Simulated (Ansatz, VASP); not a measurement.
**Al3InAs4 in VASP and in Ansatz**

```
Al In As
1.0
     4.12361    0.00000    0.00000
     0.00000    8.25455    0.00000
     0.00000    0.00000    5.83735
Al In As
3 1 4
Direct
  0.00000 0.74218 0.00009
  0.00000 0.25782 0.00009
  0.50000 0.50000 0.50101
  0.50000 0.00000 0.50023
  0.50000 0.73645 0.76078
  0.00000 0.00000 0.21901
  0.50000 0.26355 0.76078
  0.00000 0.50000 0.25801
```

Alike in both runs: task relaxation of cell and atoms; functional PBE; k mesh 8 × 4 × 6; occupations gaussian, width 0.02 eV; no spin polarisation.

```csv
,VASP,Ansatz
version,VASP 6.6.1,Ansatz 0.2.0
potentials or method,"VASP PAW PBE potentials, release 64 (Al, In_d, As), cutoff 600 eV","scalar-relativistic, plane waves, PAW"
valence electrons in the cell,42,82
```

Ansatz gave:

```
gap on the k mesh at the Fermi level, each at its own relaxed structure (eV) : 1.03
relaxed volume (Å³/atom)                                                     : 24.84
relaxed length of the cell vector where the two differ most in proportion (Å)              : 8.255
```

Question: What did VASP give for the same quantities?

Answer: gap on the k mesh at the Fermi level, each at its own relaxed structure (eV): 1.02; relaxed volume (Å³/atom): 24.91; relaxed length of the cell vector where the two differ most in proportion (Å): 8.263.

VASP's potentials hold 42 valence electrons a cell and Ansatz's 82, so a difference there can come from the potentials and not from the codes.
